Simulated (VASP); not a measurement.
A run of VASP 6.6.1 is set up as follows.

Contents of INCAR:

```
SYSTEM = Ir
  ALGO = Normal
  DIPOL = 0.5 0.5 0.497
  EDIFF = 1E-7
  ENCUT = 520
  GGA = CA
  IDIPOL = 3
  ISIF = 2
  ISMEAR = 0
  LASPH = .True.
  LCHARG = .False.
  LDIPOL = .True.
  LREAL = .False.
  LWAVE = .False.
  NBANDS = 20
  NELM = 60
  PREC = Accurate
  SIGMA = 0.1
```

Contents of KPOINTS:

```
k-points
0
Gamma
  12 12 1
  0 0 0
```

File POSCAR:

```
Ir
1.0
    2.6946510889      0.0000000000      0.0000000000
   -1.3473255444      2.3336362973      0.0000000000
    0.0000000000      0.0000000000     18.4003468017
Ir
3
Direct
    0.6666666667      0.3333333333      0.3804276123
    0.3333333333      0.6666666667      0.4966486650
    0.0000000000      0.0000000000      0.6128664201
```

Potentials or basis: VASP PAW LDA potentials, release 64 (Ir).

The run is started by

```sh
$ cat potpaw_LDA.64/Ir/POTCAR > POTCAR
$ mpirun -np 1 vasp_std > vasp.out
```

Question: Estimate the largest force.

Answer: 0.125 eV/Å.

Forces on the atoms (eV/Å):
```
Ir   0.000  0.000 -0.125
Ir   0.000  0.000  0.000
Ir   0.000  0.000  0.125
```
